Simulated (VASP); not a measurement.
Runs of VASP 6.6.1 on ZrC. The structure is that of space group Fm-3m (No. 225), or close to it. The cells are those of the table. 

```csv
task,cell,k mesh,cutoff (eV),gap on the mesh (eV),pressure (GPa)
single point,"a = 3.302 Å, angles 60.0°, 2 atoms",16 × 16 × 16,520,none,0.3
relaxation of cell and atoms,"relaxed from a = 3.302 Å, angles 60.0°, 2 atoms",16 × 16 × 16,600,none,0.0
single point,"a = 3.366 Å, angles 60.0°, 2 atoms",16 × 16 × 16,520,none,(a)
single point,"a = 3.334 Å, angles 60.0°, 2 atoms",16 × 16 × 16,520,none,-6.3
single point,"a = 3.302 Å, angles 60.0°, 2 atoms",8 × 8 × 8,600,none,0.3
```

Alike in all rows: level PBEsol; potentials or basis VASP PAW PBE potentials, release 64 (Zr_sv, C); no spin polarisation; smearing gaussian 0.1 eV.

Q: Fill in the values left out.

A: (a) -11.9.

Caveats: the PAW data sets were made with another functional, which shifts forces and pressure a little.

A k mesh can miss the band edges, and the runs leave out spin-orbit coupling on Zr.

A gap of «none» marks levels without a gap at the run's occupations.
